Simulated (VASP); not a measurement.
# SnSe (Fm-3m) in VASP: a series of runs, part 2 of 2

VASP 6.6.1. The steps go on from the part before.

### 5 Relaxation of cell and atoms, PBE

This run uses another cell than the first one, of 20.00 Å³/atom, 0.739 times its volume.

INCAR reads:

```
ALGO = Normal
EDIFF = 1E-6
EDIFFG = -0.005
ENCUT = 600
GGA = PE
IBRION = 2
ISIF = 3
ISMEAR = -1
LASPH = T
LCHARG = F
LREAL = F
LWAVE = F
NELM = 60
NSW = 80
PREC = Accurate
SIGMA = 0.02
```

KPOINTS reads:

```
k-points
0
Gamma
  8 8 8
```

POSCAR reads:

```
SnSe
1.0
    0.0000000000      2.7144830000      2.7144830000
    2.7144830000      0.0000000000      2.7144830000
    2.7144830000      2.7144830000      0.0000000000
Sn Se
1 1
Direct
    0.0000000000      0.0000000000      0.0000000000
    0.5000000000      0.5000000000      0.5000000000
```

Potentials or basis: VASP PAW PBE potentials, release 64 (Sn_d, Se).

Launch:

```sh
cat potpaw_PBE.64/Sn_d/POTCAR potpaw_PBE.64/Se/POTCAR > POTCAR
mpirun -np 1 vasp_std > vasp.out
```

Wall time 36 s (1 thread of AMD EPYC 9R45 (Zen 5), shared host); peak memory 0.16 GiB.

It converged, with:

- Free energy: -8.2191 eV
- Relaxed volume: 27.78 Å³/atom
- Relaxed cell: a = 4.283 Å, b = 4.283 Å, c = 4.283 Å, α = 60.00°, β = 60.00°, γ = 60.00°
- Space group after relaxing (to 0.05 Å): Fm-3m (No. 225)
- Energy gained by relaxing: 592.9 meV/atom
- Ionic steps: 6
- Pressure after relaxing: 0.0 GPa
- Band gap on the k mesh: 0.50 eV, direct

The path:
```csv
step,energy change (eV),largest force (eV/Å),pressure (GPa),volume (Å³)
1,0.0000,0.0000,32.64,40.00
2,-0.8712,0.0000,-6.42,68.54
3,-1.1857,0.0000,0.12,55.43
4,-1.1856,0.0000,-0.19,55.77
5,-1.1858,0.0000,0.06,55.53
6,-1.1858,0.0000,-0.02,55.57
```

Final structure:
```
CELL_PARAMETERS angstrom
0.00000 3.02877 3.02877
3.02877 0.00000 3.02877
3.02877 3.02877 0.00000
ATOMIC_POSITIONS crystal
Sn 0.00000 0.00000 0.00000
Se 0.50000 0.50000 0.50000
```

Levels at points of the mesh, in eV from the valence-band top:
| k point | band 8 | band 9 | band 10 | band 11 | band 12 | band 13 |
| --- | --- | --- | --- | --- | --- | --- |
| (0.00, 0.00, 0.00) | -2.15 | -2.15 | -2.15 | 4.24 | 4.24 | 4.24 |
| (0.50, 0.00, 0.00) | -1.91 | -1.91 | 0.00 | 0.50 | 1.25 | 1.25 |
| (0.50, 0.50, 0.00) | -5.35 | -3.56 | -3.56 | 3.08 | 5.23 | 5.23 |

Caveat: the volume moved by over 15 % at a fixed basis, so the end points are rough; spin-orbit coupling is left out, which moves the levels of the heavy elements.

### 6 Relaxation of cell and atoms, r2SCAN

This run uses another cell than the first one, of 27.77 Å³/atom, 1.026 times its volume.

POSCAR reads:

```
SnSe
1.0
    0.0000000000      3.0281454309      3.0281454309
    3.0281454309      0.0000000000      3.0281454309
    3.0281454309      3.0281454309      0.0000000000
Sn Se
1 1
Direct
    0.0000000000      0.0000000000      0.0000000000
    0.5000000000      0.5000000000      0.5000000000
```

INCAR.step1 reads:

```
ALGO = Normal
EDIFF = 1E-4
ENCUT = 600
GGA = PE
ISMEAR = -1
LASPH = T
LCHARG = F
LREAL = F
LWAVE = T
NELM = 60
PREC = Accurate
SIGMA = 0.02
```

INCAR.step2 reads:

```
ALGO = Normal
EDIFF = 1E-7
EDIFFG = -0.005
ENCUT = 600
IBRION = 2
ISIF = 3
ISMEAR = -1
ISTART = 1
LASPH = T
LCHARG = F
LMIXTAU = T
LREAL = F
LWAVE = F
METAGGA = R2SCAN
NELM = 60
NSW = 80
PREC = Accurate
SIGMA = 0.02
```

KPOINTS reads:

```
k-points
0
Gamma
  6 6 6
```

Potentials or basis: VASP PAW PBE potentials, release 64 (Sn_d, Se).

Launch:

```sh
cat potpaw_PBE.64/Sn_d/POTCAR potpaw_PBE.64/Se/POTCAR > POTCAR
cp INCAR.step1 INCAR
mpirun -np 1 vasp_std > vasp.out
cp INCAR.step2 INCAR
mpirun -np 1 vasp_std > vasp.out
```

OUTCAR:

```text
EDIFF = 1E-7
   EDIFFG = -0.005
   ENCUT = 600
   IBRION = 2
   ISIF = 3
   ISMEAR = -1
   ISTART = 1
   LASPH = T
   LREAL = F
   METAGGA = R2SCAN
   NELM = 60
   NSW = 80
   PREC = Accurate

 ion  position               nearest neighbor table
   1  0.000  0.000  0.000-   2 3.03   2 3.03   2 3.03   2 3.03   2 3.03   2 3.03
   2  0.500  0.500  0.500-   1 3.03   1 3.03   1 3.03   1 3.03   1 3.03   1 3.03

  LATTYP: Found a face centered cubic cell.
 ALAT       =     6.0562908618

  Lattice vectors:

 A1 = (   0.0000000000,   3.0281454309,   3.0281454309)
 A2 = (   3.0281454309,   0.0000000000,   3.0281454309)
 A3 = (   3.0281454309,   3.0281454309,   0.0000000000)

Analysis of symmetry for initial positions (statically):
=====================================================================
 Subroutine PRICEL returns:
 Original cell was already a primitive cell.

 Routine SETGRP: Setting up the symmetry group for a
 face centered cubic supercell.

 Subroutine GETGRP returns: Found 48 space group operations
 (whereof 48 operations were pure point group operations)
 out of a pool of 48 trial point group operations.

The static configuration has the point symmetry O_h .

Analysis of symmetry for dynamics (positions and initial velocities):
[... 146 lines left out ...]
  ---------------------------------------------------
  ext. energy  EPLUGINS =         0.00000000
  ---------------------------------------------------
  free energy    TOTEN  =       -39.88748266 eV

  energy without entropy =      -39.88748126  energy(sigma->0) =      -39.88748196

------------------------ aborting loop because EDIFF is reached ----------------------------------------

  FORCE on cell =-STRESS in cart. coord.  units (eV):
  Direction    XX          YY          ZZ          XY          YZ          ZX
  --------------------------------------------------------------------------------------
  -------------------------------------------------------------------------------------
  Total       -0.4598357     -0.4598357     -0.4598357      0.0000000      0.0000000      0.0000000
  in kB      -13.2663987    -13.2663987    -13.2663987      0.0000000      0.0000000      0.0000000
  external PRESSURE =     -13.2663987 kB  Pullay stress =       0.0000000 kB
[... 59 lines left out ...]
--------------------------------------- Ionic step        3  -------------------------------------------

 number of electron      19.9999999 magnetization

 Free energy of the ion-electron system (eV)
  ---------------------------------------------------
  ext. energy  EPLUGINS =         0.00000000
  ---------------------------------------------------
  free energy    TOTEN  =       -39.89353723 eV

  energy without entropy =      -39.89353714  energy(sigma->0) =      -39.89353718

 E-fermi :   6.0326     XC(G=0): -10.2360

 val. band max:        5.7874081388   @ k =   0.5000   0.0000   0.0000
 cond. band min:       6.2777334953   @ k =   0.5000   0.0000   0.0000
 fundamental gap:      0.4903253565
 Fermi energy:         6.0325705904

 k-point     1 :       0.0000    0.0000    0.0000
  band No.  band energies     occupation
      1     -16.7577      2.00000
      2     -16.7577      2.00000
      3     -16.7547      2.00000
      4     -16.7547      2.00000
      5     -16.7547      2.00000
      6      -8.9998      2.00000
      7       0.5624      2.00000
      8       3.1207      2.00000
      9       3.1207      2.00000
     10       3.1207      2.00000
     11      10.1812      0.00000
     12      10.1812      0.00000
     13      10.1812      0.00000
     14      11.8242      0.00000
[... 282 lines left out ...]
  FREE ENERGIE OF THE ION-ELECTRON SYSTEM (eV)
  ---------------------------------------------------
  free  energy   TOTEN  =       -39.8935372305 eV

  energy  without entropy=      -39.8935371372  energy(sigma->0) =      -39.89353718

 reached required accuracy - stopping structural energy minimisation
```

OUTCAR.step1:

```text
EDIFF = 1E-4
   ENCUT = 600
   GGA = PE
   ISMEAR = -1
   LASPH = T
   LREAL = F
[... 480 lines left out ...]
 -----------------------------------------------------------------------------------
      0.00000      0.00000      0.00000         0.000000     -0.000000      0.000000
      3.02815      3.02815      3.02815        -0.000000      0.000000     -0.000000
 -----------------------------------------------------------------------------------
    total drift:                               -0.000000      0.000000      0.000000

  FREE ENERGIE OF THE ION-ELECTRON SYSTEM (eV)
  ---------------------------------------------------
  free  energy   TOTEN  =        -8.2367413187 eV

  energy  without entropy=       -8.2367412461  energy(sigma->0) =       -8.23674128
```

OSZICAR.step1:

```text
N       E                     dE             d eps       ncg     rms          rms(c)
DAV:   1     0.138543988853E+03    0.13854E+03   -0.10665E+04   448   0.191E+03
DAV:   2     0.557662147930E+01   -0.13297E+03   -0.13053E+03   466   0.412E+02
DAV:   3    -0.807093901102E+01   -0.13648E+02   -0.13600E+02   586   0.109E+02
DAV:   4    -0.841415683281E+01   -0.34322E+00   -0.34302E+00   490   0.196E+01
DAV:   5    -0.842420726242E+01   -0.10050E-01   -0.10050E-01   662   0.339E+00    0.304E+00
DAV:   6    -0.823578245629E+01    0.18842E+00   -0.50754E-01   588   0.479E+00    0.184E+00
DAV:   7    -0.823485442824E+01    0.92803E-03   -0.83841E-02   528   0.153E+00    0.905E-01
DAV:   8    -0.823674862709E+01   -0.18942E-02   -0.83216E-03   484   0.975E-01    0.927E-02
DAV:   9    -0.823666760217E+01    0.81025E-04   -0.11779E-03   596   0.323E-01    0.535E-02
DAV:  10    -0.823674131866E+01   -0.73716E-04   -0.17075E-04   446   0.939E-02
   1 F= -.82367413E+01 E0= -.82367413E+01  d E =-.725502E-07
```

It took 2 min on 1 thread of AMD EPYC 9R45 (Zen 5), shared host; peak memory 0.21 GiB.

What came out:

* Free energy: -39.8935 eV
* Relaxed volume: 27.05 Å³/atom
* Relaxed cell: a = 4.245 Å, b = 4.245 Å, c = 4.245 Å, α = 60.00°, β = 60.00°, γ = 60.00°
* Space group after relaxing (to 0.05 Å): Fm-3m (No. 225)
* Energy gained by relaxing: 3.0 meV/atom
* Ionic steps: 3
* Pressure after relaxing: 0.0 GPa
* Band gap on the k mesh: 0.49 eV, direct

Step by step:
```tsv
step	energy change (eV)	largest force (eV/Å)	pressure (GPa)	volume (Å³)
1	0.0000	0.0000	-1.33	55.53
2	-0.0055	0.0000	0.41	53.71
3	-0.0061	0.0000	0.00	54.11
```

Final structure:
```xyz
2
Lattice="0.0000 3.0020 3.0020 3.0020 0.0000 3.0020 3.0020 3.0020 0.0000" Properties=species:S:1:pos:R:3 pbc="T T T"
Sn    0.0000    0.0000    0.0000
Se    3.0020    3.0020    3.0020
```

Caveat: the PAW data sets were made with another functional, which shifts forces and pressure a little; spin-orbit coupling is left out, which moves the levels of the heavy elements. A k mesh can miss the band edges.

### 7 Single point, PBE, non-collinear spin, zero start, spin-orbit coupling

INCAR reads:

```
PREC     = Accurate       # precision mode
ENCUT    = 520            # plane-wave cutoff, eV
EDIFF    = 1E-7           # SCF threshold, eV
ISMEAR   = -1             # smearing method
SIGMA    = 0.02           # smearing width, eV
LREAL    = F              # projectors in reciprocal space
LASPH    = T              # aspherical terms in the spheres
NELM     = 150            # most SCF steps
ALGO     = Normal         # electronic algorithm
ISIF     = 2              # what is computed and relaxed
LWAVE    = F              # write WAVECAR
LCHARG   = F              # write CHGCAR
MAGMOM   = 0 0 0 0 0 0    # initial moments
LORBIT   = 11             # projections on sites
LSORBIT  = T              # spin-orbit coupling
GGA_COMPAT= F            
LORBMOM  = T            
GGA      = PE             # functional
NBANDS   = 32             # bands
```

KPOINTS reads:

```
regular mesh
0
Gamma
  8 8 8
```

POSCAR reads:

```
SnSe
1.0
    0.0000000000      3.0021131538      3.0021131538
    3.0021131538      0.0000000000      3.0021131538
    3.0021131538      3.0021131538      0.0000000000
Sn Se
1 1
Direct
    0.0000000000      0.0000000000      0.0000000000
    0.5000000000      0.5000000000      0.5000000000
```

Potentials or basis: VASP PAW PBE potentials, release 64 (Sn_d, Se).

Launch:

```sh
cat potpaw_PBE.64/Sn_d/POTCAR potpaw_PBE.64/Se/POTCAR > POTCAR
mpirun -np 1 vasp_ncl > vasp.out
```

OUTCAR:

```text
PREC = Accurate
   ENCUT = 520
   EDIFF = 1E-7
   ISMEAR = -1
   LREAL = F
   LASPH = T
   NELM = 150
   ISIF = 2
   LORBIT = 11
   LSORBIT = T
   GGA = PE

 ion  position               nearest neighbor table
   1  0.000  0.000  0.000-   2 3.00   2 3.00   2 3.00   2 3.00   2 3.00   2 3.00
   2  0.500  0.500  0.500-   1 3.00   1 3.00   1 3.00   1 3.00   1 3.00   1 3.00

  LATTYP: Found a face centered cubic cell.
 ALAT       =     6.0042263076

  Lattice vectors:

 A1 = (   0.0000000000,   3.0021131538,   3.0021131538)
[... 1131 lines left out ...]
     0.0000000     0.0000083     0.0000000     0.0000083     0.0000000
    -0.0000015    -0.0000015     0.0000083     0.0000000     0.0000028
     0.0000111     0.0000028     0.0000000     0.0000028     0.0000000
 l=   3
     0.0000000     0.0000000     0.0000000     0.0000000     0.0000000     0.0000000     0.0000000
     0.0000000     0.0000000     0.0000000     0.0000000     0.0000000     0.0000000     0.0000000
     0.0000000     0.0000000     0.0000000     0.0000000     0.0000000     0.0000000     0.0000000
     0.0000000     0.0000000     0.0000000     0.0000000     0.0000000     0.0000000     0.0000000
     0.0000000     0.0000000     0.0000000     0.0000000     0.0000000     0.0000000     0.0000000
     0.0000000     0.0000000     0.0000000     0.0000000     0.0000000     0.0000000     0.0000000
     0.0000000     0.0000000     0.0000000     0.0000000     0.0000000     0.0000000     0.0000000

 total charge

# of ion       s       p       d       tot
------------------------------------------
    1        1.388   0.674   9.990  12.053
    2        1.478   2.294   0.026   3.799
--------------------------------------------------
tot          2.866   2.969  10.017  15.852

 magnetization (x)

# of ion       s       p       d       tot
------------------------------------------
    1        0.000   0.000   0.000   0.000
    2        0.000   0.000   0.000   0.000
--------------------------------------------------
tot          0.000   0.000   0.000   0.000

 magnetization (y)

# of ion       s       p       d       tot
------------------------------------------
    1        0.000   0.000   0.000   0.000
    2        0.000   0.000   0.000   0.000
--------------------------------------------------
tot          0.000   0.000   0.000   0.000

 magnetization (z)

# of ion       s       p       d       tot
------------------------------------------
    1        0.000   0.000   0.000   0.000
    2       -0.000   0.000   0.000  -0.000
--------------------------------------------------
tot         -0.000   0.000   0.000  -0.000
```

OSZICAR:

```text
N       E                     dE             d eps       ncg     rms          rms(c)
DAV:   1     0.187988886189E+03    0.18799E+03   -0.92547E+03  2032   0.157E+03
DAV:   2     0.186990576939E+02   -0.16929E+03   -0.16209E+03  1888   0.474E+02
DAV:   3    -0.722520533476E+01   -0.25924E+02   -0.25339E+02  2240   0.143E+02
DAV:   4    -0.842111661509E+01   -0.11959E+01   -0.11938E+01  2136   0.334E+01
DAV:   5    -0.845490440510E+01   -0.33788E-01   -0.33786E-01  2696   0.581E+00    0.313E+00
DAV:   6    -0.827854560588E+01    0.17636E+00   -0.35750E-01  2512   0.411E+00    0.188E+00
DAV:   7    -0.827840939463E+01    0.13621E-03   -0.87303E-02  2320   0.141E+00    0.964E-01
DAV:   8    -0.827987659000E+01   -0.14672E-02   -0.53458E-03  2144   0.677E-01    0.480E-01
DAV:   9    -0.828040102070E+01   -0.52443E-03   -0.69724E-04  2176   0.236E-01    0.100E-01
DAV:  10    -0.828037092194E+01    0.30099E-04   -0.39513E-04  2512   0.185E-01    0.367E-02
DAV:  11    -0.828041256875E+01   -0.41647E-04   -0.90462E-05  2160   0.564E-02    0.674E-03
DAV:  12    -0.828041502748E+01   -0.24587E-05   -0.65999E-06  2240   0.250E-02    0.301E-03
DAV:  13    -0.828041512374E+01   -0.96265E-07   -0.28144E-07  2072   0.602E-03
   1 F= -.82804151E+01 E0= -.82804151E+01  d E =-.937257E-09  mag=     0.0000    -0.0000    -0.0000
```

stdout:

```text
POSCAR found type information on POSCAR SnSe
 POSCAR found :  2 types and       2 ions
 scaLAPACK will be used
 LDA part: xc-table for (Slater+PW92), standard interpolation
 POSCAR, INCAR and KPOINTS ok, starting setup
 FFT: planning ... GRIDC
 FFT: planning ... GRID_SOFT
 FFT: planning ... GRID
 WAVECAR not read
 entering main loop
```

It took 45 s on 1 thread of AMD EPYC 9R45 (Zen 5), shared host; peak memory 0.31 GiB.

Results:

```yaml
Free_energy: -8.2804 eV
Pressure: 1.3 GPa
Net_moment: 0.00 μB per cell
Valence_electrons_inside_the_program's_atomic_spheres: Sn 12.05; Se 3.80
```

Moments on the atoms (μB; x, y, z):
```
Sn  0.00 0.00 0.00
Se  0.00 0.00 0.00
```

### 8 Summary

| task | level | potentials or basis | spin | cell | k mesh | cutoff (eV) | gap on the mesh (eV) | pressure (GPa) | relaxed volume (Å³/atom) |
| --- | --- | --- | --- | --- | --- | --- | --- | --- | --- |
| single point | r2SCAN | VASP PAW PBE potentials, release 64 (Sn_d, Se) | off | a = 4.246 Å, angles 60.0°, 2 atoms | 8 × 8 × 8 | 520 | 0.49 | 0.3 | - |
| relaxation of cell and atoms | PBEsol | VASP PAW PBE potentials, release 64 (Sn_d, Se) | off | relaxed from a = 4.282 Å, angles 60.0°, 2 atoms | 6 × 6 × 6 | 600 | 0.84 | 0.0 | 26.13 |
| relaxation of cell and atoms | LDA | VASP PAW LDA potentials, release 64 (Sn_d, Se) | off | relaxed from a = 4.282 Å, angles 60.0°, 2 atoms | 6 × 6 × 6 | 600 | 0.93 | 0.0 | 25.48 |
| relaxation of cell and atoms | PBE | VASP PAW PBE potentials, release 64 (Sn_d, Se) | off | relaxed from a = 3.839 Å, angles 60.0°, 2 atoms | 8 × 8 × 8 | 600 | 0.50 | 0.0 | 27.78 |
| relaxation of cell and atoms | r2SCAN | VASP PAW PBE potentials, release 64 (Sn_d, Se) | off | relaxed from a = 4.282 Å, angles 60.0°, 2 atoms | 6 × 6 × 6 | 600 | 0.49 | 0.0 | 27.05 |
| single point | PBE | VASP PAW PBE potentials, release 64 (Sn_d, Se) | non-collinear, zero start, SOC | a = 4.246 Å, angles 60.0°, 2 atoms | 8 × 8 × 8 | 520 | - | 1.3 | - |

Alike in all rows: smearing fermi-dirac 0.02 eV.

Caveats: spin-orbit coupling is left out, which moves the levels of the heavy elements (some runs); the PAW data sets were made with another functional, which shifts forces and pressure a little (some runs); the volume moved by over 15 % at a fixed basis, so the end points are rough (some runs).

Absolute energies hang on the potentials; compare differences alone.
